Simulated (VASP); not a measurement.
The system is Mo.

```xyz
1
Lattice="-1.6158 1.6158 1.6158 1.6158 -1.6158 1.6158 1.6158 1.6158 -1.6158" Properties=species:S:1:pos:R:3 pbc="T T T"
Mo    0.0000    0.0000    0.0000
```

- Program: VASP 6.6.1
- Task: relaxation of cell and atoms
- Functional: PBE
- Potentials or basis: VASP PAW PBE potentials, release 64 (Mo_sv)
- Cutoff: 500 eV
- k mesh: 8 × 8 × 8
- Occupations: fermi-dirac, width 0.1 eV
- Spin: no spin polarisation

At the start: pressure -14.1 GPa; volume 16.88 Å³/atom.

Q: Where does the relaxation end?

A: Over 7 steps the energy falls by 47.7 meV/atom and the volume is 15.85 Å³/atom (-6.1 %); space group Im-3m (No. 229, to 0.05 Å).

Step by step:
| step | energy change (eV) | largest force (eV/Å) | pressure (GPa) | volume (Å³) |
| --- | --- | --- | --- | --- |
| 1 | 0.0000 | 0.0000 | -14.06 | 16.88 |
| 2 | 0.3086 | 0.0000 | 55.77 | 13.51 |
| 3 | -0.0475 | 0.0000 | -0.99 | 15.91 |
| 4 | -0.0477 | 0.0000 | -0.17 | 15.86 |
| 5 | -0.0477 | 0.0000 | 0.15 | 15.84 |
| 6 | -0.0477 | 0.0000 | -0.32 | 15.87 |
| 7 | -0.0477 | 0.0000 | 0.01 | 15.85 |

Final structure:
```yaml
crystal:
  lattice:
    - [-1.58230, 1.58230, 1.58230]
    - [1.58230, -1.58230, 1.58230]
    - [1.58230, 1.58230, -1.58230]
  atoms:
    - { symbol: Mo, position: [0.00000, 0.00000, 0.00000] }
```
